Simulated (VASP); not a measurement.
Set up this calculation in VASP 6.6.1, as the native input.

```
Task                   : single point
Functional             : PBE
Potentials or basis    : VASP PAW PBE potentials, release 64 (Hf_pv, Te, Mo_sv)
Cutoff                 : 500 eV
k mesh                 : 3 × 3 × 3
Occupations            : gaussian, width 0.2 eV
Spin                   : no spin polarisation
Dipole correction      : no
Further INCAR settings : ALGO = Normal; EDIFF = 1e-06; NBANDS = 36
```

The structure of HfTe5Mo lies in POSCAR:

```
HfTe5Mo
1.0
    0.0000000000      5.2079694635      5.2079694635
    5.2079694635      0.0000000000      5.2079694635
    5.2079694635      5.2079694635      0.0000000000
Hf Te Mo
1 5 1
Direct
    0.2500000000      0.2500000000      0.2500000000
    0.1055404775      0.1055404775      0.1055404775
    0.1055404775      0.1055404775      0.6833785674
    0.1055404775      0.6833785674      0.1055404775
    0.6833785674      0.1055404775      0.1055404775
    0.7500000000      0.7500000000      0.7500000000
    0.5000000000      0.5000000000      0.5000000000
```

These files were run (other wordings do the same):

INCAR

```
  ALGO = Normal
  EDIFF = 1E-6
  ENCUT = 500
  GGA = PE
  GGA_COMPAT = F
  ISIF = 2
  ISMEAR = 0
  LASPH = T
  LCHARG = F
  LREAL = F
  LWAVE = F
  NBANDS = 36
  NELM = 120
  PREC = Accurate
  SIGMA = 0.2
```

KPOINTS

```
k-points
0
Gamma
  3 3 3
```

Potentials or basis: VASP PAW PBE potentials, release 64 (Hf_pv, Te, Mo_sv).

Run with:

```bash
$ cat potpaw_PBE.64/Hf_pv/POTCAR potpaw_PBE.64/Te/POTCAR potpaw_PBE.64/Mo_sv/POTCAR > POTCAR
$ mpirun -np 1 vasp_std > vasp.out
```

It gave:

- Pressure: 0.4 GPa
- Largest force: 0.009 eV/Å
- Band gap on the k mesh: zero (band 27 reaches 3.23 eV, above the bottom of band 28 at 3.15 eV)

Caveat: spin-orbit coupling is left out, which moves the levels of the heavy elements.

Wall time 120 s on 1 thread of Intel(R) Xeon(R) 6975P-C (Granite Rapids), on a shared host, peak memory 0.42 GiB.
